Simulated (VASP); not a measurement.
**TiO2: single point with PBE+U**

The system is TiO2.

```
Ti O
1.0
    -1.90900    1.90900    4.88756
     1.90900   -1.90900    4.88756
     1.90900    1.90900   -4.88756
Ti O
2 4
Direct
  0.00000 0.00000 0.00000
  0.75000 0.25000 0.50000
  0.95530 0.45530 0.50000
  0.20530 0.20530 0.00000
  0.54470 0.04470 0.50000
  0.79470 0.79470 0.00000
```

```
Program             : VASP 6.6.1
Task                : single point
Functional          : PBE
Potentials or basis : VASP PAW PBE potentials, release 64 (Ti_sv, O)
Cutoff              : 520 eV
k mesh              : 8 × 8 × 8
Occupations         : gaussian, width 0.01 eV
Spin                : no spin polarisation
Hubbard terms       : Ti d U = 4.0 eV
```

The pressure is 4.2 GPa, the largest force is 0.150 eV/Å and the band gap on the k mesh is 2.68 eV (least direct gap 2.95 eV).

Forces on the atoms (eV/Å):
```
Ti   0.000  0.000  0.000
Ti   0.000  0.000  0.000
O    0.000  0.000  0.150
O    0.000  0.000  0.150
O    0.000  0.000 -0.150
O    0.000  0.000 -0.150
```

Stress tensor (GPa, compression positive):
```
4.49 0.00 0.00
0.00 4.49 0.00
0.00 0.00 3.59
```

Levels at points of the mesh, in eV from the valence-band top:
```tsv
k point	band 20	band 21	band 22	band 23	band 24	band 25	band 26	band 27	band 28	band 29
(0.00, 0.00, 0.00)	-0.79	-0.74	-0.74	-0.36	-0.36	2.68	3.36	4.42	4.42	4.45
(0.50, 0.00, 0.00)	-1.87	-1.71	-0.86	-0.81	-0.65	3.70	3.88	3.98	4.01	4.63
(0.50, 0.50, 0.00)	-2.44	-1.88	-1.88	-0.04	-0.04	3.71	3.71	4.12	4.12	5.20
(0.50, 0.50, 0.50)	-1.38	-1.21	-1.21	-0.07	-0.07	3.01	3.01	4.23	4.23	4.66
```

Eigenvalues of the final occupation matrices:
| site | spin | trace | eigenvalues |
| --- | --- | --- | --- |
| site 1 d | 1 | 0.79 | 0.10 0.10 0.10 0.24 0.25 |
| site 1 d | 2 | 0.79 | 0.10 0.10 0.10 0.24 0.25 |
| site 2 d | 1 | 0.79 | 0.10 0.10 0.10 0.24 0.25 |
| site 2 d | 2 | 0.79 | 0.10 0.10 0.10 0.24 0.25 |

Run time: 2.2 min on 1 thread of Intel(R) Xeon(R) 6975P-C (Granite Rapids), with other jobs on the host, peak memory 0.31 GiB.

Caveat: the cell stands under pressure. A k mesh can miss the band edges.
